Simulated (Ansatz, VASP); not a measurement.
**Two plane-wave programs on MoS2**

```
CELL_PARAMETERS angstrom
3.22746 0.00000 0.00000
-1.61373 2.79507 0.00000
0.00000 0.00000 6.31247
ATOMIC_POSITIONS crystal
Mo 0.00000 0.00000 0.50000
S 0.33333 0.66667 0.25532
S 0.66667 0.33333 0.74468
```

Alike in both runs: task relaxation of cell and atoms; functional PBEsol; k mesh 15 × 15 × 7; no spin polarisation.

|  | VASP | Ansatz |
| --- | --- | --- |
| version | VASP 6.6.1 | Ansatz 0.2.0 |
| potentials or method | VASP PAW PBE potentials, release 64 (Mo_sv, S) | plane waves, PAW |
| plane-wave cutoff (eV) | 600 | 420 |
| occupations | methfessel-paxton of order 1, width 0.1 eV | cold |
| valence electrons in the cell | 26 | 26 |

|  | VASP | Ansatz | Ansatz less VASP |
| --- | --- | --- | --- |
| relaxed volume (Å³/atom) | 17.47 | 17.48 | +0.013 |
| relaxed cell length with the largest relative difference (Å) | 6.143 | 6.148 | +0.0051 |

VASP's potentials were made for PBE, not for PBEsol.
